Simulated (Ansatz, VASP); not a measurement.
**SiC: VASP beside Ansatz**

```
CELL_PARAMETERS angstrom
0.00000 2.17900 2.17900
2.17900 0.00000 2.17900
2.17900 2.17900 0.00000
ATOMIC_POSITIONS crystal
Si 0.00000 0.00000 0.00000
C 0.25000 0.25000 0.25000
```

Alike in both runs: task relaxation of cell and atoms; functional revPBE; dispersion D3(BJ); k mesh 7 × 7 × 7; no spin polarisation.

|  | VASP | Ansatz |
| --- | --- | --- |
| version | VASP 6.6.1 | Ansatz 0.2.0 |
| potentials or method | VASP PAW PBE potentials, release 64 (Si, C), cutoff 600 eV | plane waves, PAW |
| occupations | gaussian, width 0.01 eV | fixed |
| valence electrons in the cell | 8 | 8 |

|  | VASP | Ansatz | Ansatz less VASP |
| --- | --- | --- | --- |
| relaxed volume (Å³/atom) | 10.15 | 10.17 | +0.025 |
| relaxed cell length with the largest relative difference (Å) | 3.062 | 3.064 | +0.0026 |

VASP's potentials were made for PBE, not for revPBE.
